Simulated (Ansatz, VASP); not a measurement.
# Hg: VASP beside Ansatz

```xyz
1
Lattice="-1.8767 1.8767 1.9168 1.8767 -1.8767 1.9168 1.8767 1.8767 -1.9168" Properties=species:S:1:pos:R:3 pbc="T T T"
Hg    0.0000    0.0000    1.9168
```

Alike in both runs: task single point; functional PBE; dispersion D3(BJ); k mesh 6 × 6 × 6; occupations gaussian, width 0.1 eV; no spin polarisation.

|  | VASP | Ansatz |
| --- | --- | --- |
| version | VASP 6.6.1 | Ansatz 0.2.0 |
| potentials or method | VASP PAW PBE potentials, release 64 (Hg), cutoff 520 eV | scalar-relativistic, plane waves, PAW |
| valence electrons in the cell | 12 | 20 |

```tsv
	VASP	Ansatz	Ansatz less VASP
gap on the k mesh at the Fermi level (eV)	none	none	-
pressure (GPa)	-1.2	-1.4	-0.17
traceless stress, the component that is largest in VASP (GPa)	0.49	0.48	-0.010
```

A gap of «none» marks a metal or a gap that the smearing closes. VASP's potentials hold 12 valence electrons a cell and Ansatz's 20, so a difference there can come from the potentials and not from the codes.

The k mesh is coarse, so the values compare programs but aren't converged. Spin-orbit coupling is off throughout.
